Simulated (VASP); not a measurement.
# Al (Cmcm) in VASP: further runs

Runs on Al. Level: PBEsol+D3(BJ). Tasks: single point.

Everything below comes from runs of VASP 6.6.1. Logs are shortened: lines on timing, memory, paths and dates and some standing lists are left out, and cuts for length are marked.

### Step 1. The cell of the first run

The structure is orthorhombic, space group Cmcm (No. 63). Conventional cell: a = 2.812 Å, b = 4.871 Å, c = 4.867 Å, α = 90.00°, β = 90.00°, γ = 90.00°. Al (site symmetry m2m) has 12 Al at 2.77 to 3.02 Å within 3.7 Å.

### Step 2. Single point, PBEsol+D3(BJ) (atom 1 (Al) moved by (+0.000, -0.300) A along x and y)

Contents of INCAR:

```
SYSTEM = Al
ALGO = Fast ; EDIFF = 1E-7
ENCUT = 520 ; GGA = PS
ISIF = 2 ; ISMEAR = 0
IVDW = 12 ; LASPH = .True.
LCHARG = .False. ; LREAL = .False.
LWAVE = .False. ; NBANDS = 10
NELM = 80 ; PREC = Accurate
SIGMA = 0.15
```

Contents of KPOINTS:

```
k-points
0
Gamma
  18 18 10
  0 0 0
```

Contents of POSCAR:

```
Al
1.0
    2.8124553515      0.0000000000      0.0000000000
   -1.4062276757      2.4356577814      0.0000000000
    0.0000000000      0.0000000000      4.8668500000
Al
2
Direct
    0.6050816603      0.2101633206      0.7500000000
    0.3333333333      0.6666666667      0.2500000000
```

Potentials or basis: VASP PAW PBE potentials, release 64 (Al).

Started as:

```bash
cat potpaw_PBE.64/Al/POTCAR > POTCAR
mpirun -np 1 vasp_std > vasp.out
```

OUTCAR:

```text
SYSTEM = Al
   EDIFF = 1E-7
   ENCUT = 520
   GGA = PS
   ISIF = 2
   ISMEAR = 0
   IVDW = 12
   LASPH = .True.
   LREAL = .False.
   NELM = 80
   PREC = Accurate
 IVDW          = 12

 ion  position               nearest neighbor table
   1  0.605  0.210  0.750-   2 2.77   2 2.77   2 3.02   2 3.02   2 3.02   2 3.02
   2  0.333  0.667  0.250-   1 2.77   1 2.77   1 3.02   1 3.02   1 3.02   1 3.02

  LATTYP: Found a hexagonal cell.
 ALAT       =     2.8124553515
 C/A-ratio  =     1.7304630267

  Lattice vectors:

 A1 = (   2.8124553515,   0.0000000000,   0.0000000000)
 A2 = (  -1.4062276757,   2.4356577814,   0.0000000000)
 A3 = (   0.0000000000,   0.0000000000,   4.8668500000)

Analysis of symmetry for initial positions (statically):
=====================================================================
 Subroutine PRICEL returns:
 Original cell was already a primitive cell.

 Routine SETGRP: Setting up the symmetry group for a
 hexagonal supercell.

 Subroutine GETGRP returns: Found  8 space group operations
 (whereof  2 operations were pure point group operations)
 out of a pool of 24 trial point group operations.

The static configuration has the point symmetry C_1h.
 The point group associated with its full space group is D_2h.

Analysis of symmetry for dynamics (positions and initial velocities):
=====================================================================
 Subroutine PRICEL returns:
 Original cell was already a primitive cell.

 Routine SETGRP: Setting up the symmetry group for a
 hexagonal supercell.

 Subroutine GETGRP returns: Found  8 space group operations
 (whereof  2 operations were pure point group operations)
 out of a pool of 24 trial point group operations.

The dynamic configuration has the point symmetry C_1h.
 The point group associated with its full space group is D_2h.

 Subroutine INISYM returns: Found  8 space group operations
 (whereof  2 operations are pure point group operations),
 and found     1 'primitive' translations

----------------------------------------------------------------------------------------

                                     Primitive cell

  volume of cell :      33.3388

  direct lattice vectors                    reciprocal lattice vectors
     2.812455352  0.000000000  0.000000000     0.355561200  0.205283355  0.000000000
    -1.406227676  2.435657781  0.000000000     0.000000000  0.410566709  0.000000000
     0.000000000  0.000000000  4.866850000     0.000000000  0.000000000  0.205471712

  length of vectors
     2.812455352  2.812455351  4.866850000     0.410566709  0.410566709  0.205471712

  position of ions in fractional coordinates (direct lattice)
     0.605081660  0.210163321  0.750000000
     0.333333333  0.666666667  0.250000000

  ion indices of the primitive-cell ions
   primitive index   ion index
                 1           1
                 2           2

----------------------------------------------------------------------------------------

 KPOINTS: k-points

Automatic generation of k-mesh.
 Grid dimensions read from file:
 generate k-points for:   18   18   10

 Generating k-lattice:

  Cartesian coordinates                     Fractional coordinates (reciprocal lattice)
     0.019753400  0.011404631  0.000000000     0.055555556  0.000000000  0.000000000
     0.000000000  0.022809262  0.000000000     0.000000000  0.055555556  0.000000000
     0.000000000  0.000000000  0.020547171     0.000000000  0.000000000  0.100000000

  Length of vectors
     0.022809262  0.022809262  0.020547171

  Shift w.r.t. Gamma in fractional coordinates (k-lattice)
     0.000000000  0.000000000  0.000000000

 Subroutine IBZKPT returns following result:
 ===========================================

 Found    546 irreducible k-points:

 Following reciprocal coordinates:
            Coordinates               Weight
  0.000000  0.000000  0.000000      1.000000
  0.055556  0.000000  0.000000      4.000000
  0.000000  0.055556  0.000000      2.000000
  0.111111  0.000000  0.000000      4.000000
  0.000000  0.111111  0.000000      2.000000
  0.166667  0.000000  0.000000      4.000000
[... 16 lines left out ...]
 -0.055556  0.166667  0.000000      4.000000
 -0.166667  0.111111  0.000000      4.000000
 [... further k-points ...]
   k-points           NKPTS =    546   k-points in BZ     NKDIM =    546   number of bands    NBANDS=     10
   number of dos      NEDOS =    301   number of ions     NIONS =      2
   total plane-waves  NPLWV =  20736
   dimension x,y,z NGX =    24 NGY =   24 NGZ =   36
   dimension x,y,z NGXF=    48 NGYF=   48 NGZF=   72
   ions per type =               2
   NGX,Y,Z   is equivalent  to a cutoff of  14.19, 14.19, 12.30 a.u.
   NGXF,Y,Z  is equivalent  to a cutoff of  28.37, 28.37, 24.59 a.u.
 SYSTEM =  Al
   PREC   = accura    normal or accurate (medium, high low for compatibility)
   ISTART =      0    job   : 0-new  1-cont  2-samecut
   ICHARG =      2    charge: 1-file 2-atom 10-const
   ISPIN  =      1    spin polarized calculation?
   LNONCOLLINEAR =      F non collinear calculations
   LSORBIT =      F    spin-orbit coupling
   LASPH  =      T    aspherical Exc in radial PAW
   ENCUT  =  520.0 eV  38.22 Ry    6.18 a.u.   5.23  5.23  9.05*2*pi/ulx,y,z
   NELM   =     80;   NELMIN=  2; NELMDL= -5     # of ELM steps
   EDIFF  = 0.1E-06   stopping-criterion for ELM
   LREAL  =      F    real-space projection
   EDIFFG = 0.1E-05   stopping-criterion for IOM
   NSW    =      0    number of steps for IOM
   IBRION =     -1    ionic relax: 0-MD 1-quasi-New 2-CG
   NFREE  =      0    steps in history (QN), initial steepest desc. (CG)
   ISIF   =      2    stress and relaxation
   ISYM   =      2    0-nonsym 1-usesym 2-fastsym
   POTIM  = 0.5000    time-step for ionic-motion
   TEBEG  =    0.0;   TEEND  =   0.0 temperature during run
   PSTRESS=    0.0 pullay stress
   NELECT =       6.0000    total number of electrons
   NUPDOWN=      -1.0000    fix difference up-down
   EMIN   =  10.00;   EMAX   =-10.00  energy-range for DOS
   EFERMI =   0.00;   METHOD = LEGACY
   ISMEAR =     0;   SIGMA  =   0.15  broadening in eV -4-tet -1-fermi 0-gaus
   EFERMI_NEDOS =   21; number of points for ismear=-14 and -15
   IALGO  =     68    algorithm
   IMIX   =      4    mixing-type and parameters
     AMIX     =   0.40;   BMIX     =  1.00
     AMIX_MAG =   1.60;   BMIX_MAG =  1.00
  volume/ion in A,a.u.               =      16.67       112.49
  Fermi-wavevector in a.u.,A,eV,Ry     =   0.924291  1.746656 11.623640  0.854313
  Thomas-Fermi vector in A             =   2.050021
   LORBIT       =      0    0 simple, 1 ext, 2 COOP (PROOUT), +10 PAW based schemes
   GGA     = PS    functional components
   LHFCALC =     F    Hartree Fock is set to
   AEXX    =    0.0000 exact exchange contribution
   IVDW    =    12    specifies the selected vdW correction
   LEPSILON=     F    determine dielectric tensor
   LRPA    =     F    only Hartree local field effects (RPA)
 non-spin polarized calculation
 RMM-DIIS sequential band-by-band and
 Gauss-broadening in eV      SIGMA  =   0.15
  energy-cutoff  :      520.00
  volume of cell :       33.34
 maximum number of plane-waves:       920
 NGX is ok and might be reduce to    24
   NGX = 11   NGY = 11   NGZ = 19

 number of electron       6.0000000 magnetization

 Free energy of the ion-electron system (eV)
  ---------------------------------------------------
  ext. energy  EPLUGINS =         0.00000000
  ---------------------------------------------------
  free energy    TOTEN  =        -8.06943754 eV

  energy without entropy =       -8.06044821  energy(sigma->0) =       -8.06494288

 E-fermi :   7.8049     XC(G=0): -10.2174

 val. band max:        7.7725809321   @ k =   0.4444   0.1111   0.1000
 cond. band min:       7.8052574065   @ k =  -0.2222   0.1111   0.3000
 fundamental gap:      0.0326764744
 Fermi energy:         7.8049342195

 k-point     1 :       0.0000    0.0000    0.0000
  band No.  band energies     occupation
      1      -3.2234      2.00000
      2       2.7819      2.00000
      3       2.9994      2.00000
      4      18.4263      0.00000
      5      19.3379      0.00000
      6      19.4124      0.00000
      7      19.6301      0.00000
      8      19.8272      0.00000
      9      20.2162      0.00000
     10      21.9012      0.00000

 k-point     2 :       0.0556    0.0000    0.0000
  band No.  band energies     occupation
      1      -3.1465      2.00000
      2       2.8574      2.00000
      3       3.0711      2.00000
      4      17.3275      0.00000
      5      18.2427      0.00000
      6      19.1607      0.00000
      7      19.8019      0.00000
      8      20.2605      0.00000
      9      20.7540      0.00000
     10      22.3653      0.00000

 k-point     3 :       0.0000    0.0556    0.0000
  band No.  band energies     occupation
      1      -3.1465      2.00000
      2       2.8573      2.00000
      3       3.0713      2.00000
      4      17.6165      0.00000
      5      18.2643      0.00000
      6      18.4142      0.00000
      7      20.2512      0.00000
      8      20.5621      0.00000
      9      20.6046      0.00000
     10      21.9501      0.00000

 k-point     4 :       0.1111    0.0000    0.0000
  band No.  band energies     occupation
      1      -2.9159      2.00000
      2       3.0834      2.00000
      3       3.2862      2.00000
      4      15.3221      0.00000
      5      17.2745      0.00000
      6      18.3758      0.00000
      7      19.7053      0.00000
      8      20.3126      0.00000
      9      20.9803      0.00000
     10      21.4268      0.00000
[... 222 lines left out ...]
 k-point    22 :       0.1111    0.0556    0.0000
  band No.  band energies     occupation
      1      -2.6856      2.00000
      2       3.3078      2.00000
      3       3.5017      2.00000
      4      14.3368      0.00000
      5      15.6519      0.00000
      6      18.9470      0.00000
      7      19.3430      0.00000
      8      19.7705      0.00000
      9      20.0606      0.00000
     10      20.9296      0.00000

 k-point    23 :      -0.0556    0.1667    0.0000
  band No.  band energies     occupation
      1      -2.6855      2.00000
      2       3.3072      2.00000
      3       3.5022      2.00000
      4      14.4694      0.00000
      5      15.5181      0.00000
      6      18.7965      0.00000
      7      19.2635      0.00000
      8      19.6547      0.00000
      9      20.5465      0.00000
     10      20.9982      0.00000

 k-point    24 :      -0.1667    0.1111    0.0000
  band No.  band energies     occupation
      1      -2.6857      2.00000
      2       3.3087      2.00000
      3       3.5009      2.00000
      4      14.3117      0.00000
      5      15.5241      0.00000
      6      19.0579      0.00000
      7      19.3894      0.00000
      8      20.0800      0.00000
      9      20.8295      0.00000
     10      20.8624      0.00000

 [... further k-points ...]

------------------------ aborting loop because EDIFF is reached ----------------------------------------

 Edisp (eV)   -0.62819

 E8    (eV) :    -0.4230

  FORCE on cell =-STRESS in cart. coord.  units (eV):
  Direction    XX          YY          ZZ          XY          YZ          ZX
  --------------------------------------------------------------------------------------
  -------------------------------------------------------------------------------------
  Total      -0.73674    -0.72024    -0.83955    -0.00000    -0.00000     0.00000
  in kB     -35.40569   -34.61276   -40.34685    -0.00000    -0.00000     0.00000
  external pressure =      -36.79 kB  Pullay stress =        0.00 kB

 VOLUME and BASIS-vectors are now :
 -----------------------------------------------------------------------------
  energy-cutoff  :      520.00
  volume of cell :       33.34
      direct lattice vectors                 reciprocal lattice vectors
     2.812455352  0.000000000  0.000000000     0.355561200  0.205283355  0.000000000
    -1.406227676  2.435657781  0.000000000     0.000000000  0.410566709  0.000000000
     0.000000000  0.000000000  4.866850000     0.000000000  0.000000000  0.205471712

 POSITION                                       TOTAL-FORCE (eV/Angst)
 -----------------------------------------------------------------------------------
      1.40623      0.51189      3.65014         0.000000      0.296112     -0.000000
     -0.00000      1.62377      1.21671        -0.000000     -0.296112      0.000000
 -----------------------------------------------------------------------------------
    total drift:                                0.000000      0.000001      0.000000

  FREE ENERGIE OF THE ION-ELECTRON SYSTEM (eV)
  ---------------------------------------------------
  free  energy   TOTEN  =        -8.6976305617 eV

  energy  without entropy=       -8.6886412372  energy(sigma->0) =       -8.69313590
```

It took 53 s on 1 thread of Intel Xeon Platinum 8559C (Emerald Rapids), shared host; peak memory 0.27 GiB.

Results:

| Quantity | Value |
| --- | --- |
| Free energy | -8.6976 eV |
| Pressure | -3.7 GPa |
| Largest force | 0.296 eV/Å |
| Band gap on the k mesh | zero (band 3 reaches 11.45 eV, above the bottom of band 4 at 4.70 eV) |
| Dispersion energy per atom | -0.314 eV |

Forces in eV/Å, atoms in the order of the input:
```
Al   0.000  0.296  0.000
Al   0.000 -0.296  0.000
```

Levels at points of the mesh, in eV from the Fermi level:
```
           k point  band 1  band 2  band 3  band 4  band 5  band 6  band 7  band 8
(0.00, 0.00, 0.00)  -11.03   -5.02   -4.81   10.62   11.53   11.61   11.83   12.02
(0.50, 0.00, 0.00)   -5.01   -4.87    0.47    0.50    1.49    1.66    6.31    7.74
(0.00, 0.50, 0.00)   -4.95   -4.94    0.96    0.99    1.05    1.11    6.29    7.52
(0.00, 0.00, 0.50)   -9.48   -9.48    2.40    2.40   12.49   12.49   12.55   12.55
(0.50, 0.00, 0.50)   -3.74   -3.74   -3.11   -3.11    7.24    7.24    7.69    7.69
(0.00, 0.50, 0.50)   -3.82   -3.82   -2.99   -2.99    7.12    7.12    7.62    7.62
```

Caveat: the cell differs from its parent crystal (atom 1 (Al) moved by (+0.000, -0.300) A along x and y); the PAW data sets were made with another functional, which shifts forces and pressure a little; pairwise dispersion overbinds metals, which lowers pressure and volume.

### Step 3. Single point, PBEsol+D3(BJ) (atom 1 (Al) moved by (+0.000, +0.300) A along x and y)

Contents of INCAR:

```
PREC = Accurate
ENCUT = 520
EDIFF = 1E-6
ISMEAR = 0
SIGMA = 0.15
LREAL = F
LASPH = T
NELM = 60
ALGO = Fast
ISIF = 2
LWAVE = F
LCHARG = T
GGA = PS
IVDW = 12
LELF = T
LVHAR = T
NBANDS = 10
```

Contents of KPOINTS:

```
regular mesh
0
Gamma
  18 18 10
```

Changes to POSCAR since step 2:

```diff
@@ -8,3 +8,3 @@
 Direct
-    0.6050816603      0.2101633206      0.7500000000
+    0.7282516730      0.4565033461      0.7500000000
     0.3333333333      0.6666666667      0.2500000000
```

Potentials or basis: VASP PAW PBE potentials, release 64 (Al).

Started as:

```bash
cat potpaw_PBE.64/Al/POTCAR > POTCAR
mpirun -np 1 vasp_std > vasp.out
```

Wall time 49 s (1 thread of Intel Xeon Platinum 8559C (Emerald Rapids), shared host); peak memory 0.27 GiB.

The run converged. Its results:

- Free energy: -8.7136 eV
- Pressure: -4.0 GPa
- Largest force: 0.140 eV/Å
- Band gap on the k mesh: zero (band 3 reaches 11.56 eV, above the bottom of band 4 at 4.64 eV)
- Dispersion energy per atom: -0.314 eV

Forces in eV/Å, atoms in the order of the input:
```
Al   0.000 -0.140  0.000
Al   0.000  0.140  0.000
```

Stress tensor (GPa, compression positive):
```
-3.62  0.00  0.00
 0.00 -3.50  0.00
 0.00  0.00 -4.76
```

Levels at points of the mesh, in eV from the Fermi level:
| k point | band 1 | band 2 | band 3 | band 4 | band 5 | band 6 | band 7 |
| --- | --- | --- | --- | --- | --- | --- | --- |
| (0.00, 0.00, 0.00) | -11.03 | -5.03 | -4.81 | 10.74 | 11.38 | 11.71 | 11.73 |
| (0.50, 0.00, 0.00) | -4.98 | -4.92 | 0.78 | 0.79 | 1.25 | 1.27 | 6.33 |
| (0.00, 0.50, 0.00) | -5.02 | -4.85 | 0.37 | 0.38 | 1.55 | 1.81 | 6.25 |
| (0.00, 0.00, 0.50) | -9.48 | -9.48 | 2.40 | 2.40 | 12.48 | 12.48 | 12.54 |
| (0.50, 0.00, 0.50) | -3.81 | -3.81 | -3.01 | -3.01 | 7.28 | 7.28 | 7.42 |
| (0.00, 0.50, 0.50) | -3.69 | -3.69 | -3.18 | -3.18 | 7.51 | 7.51 | 7.57 |

Caveat: the cell differs from its parent crystal (atom 1 (Al) moved by (+0.000, +0.300) A along x and y); the PAW data sets were made with another functional, which shifts forces and pressure a little; pairwise dispersion overbinds metals, which lowers pressure and volume.
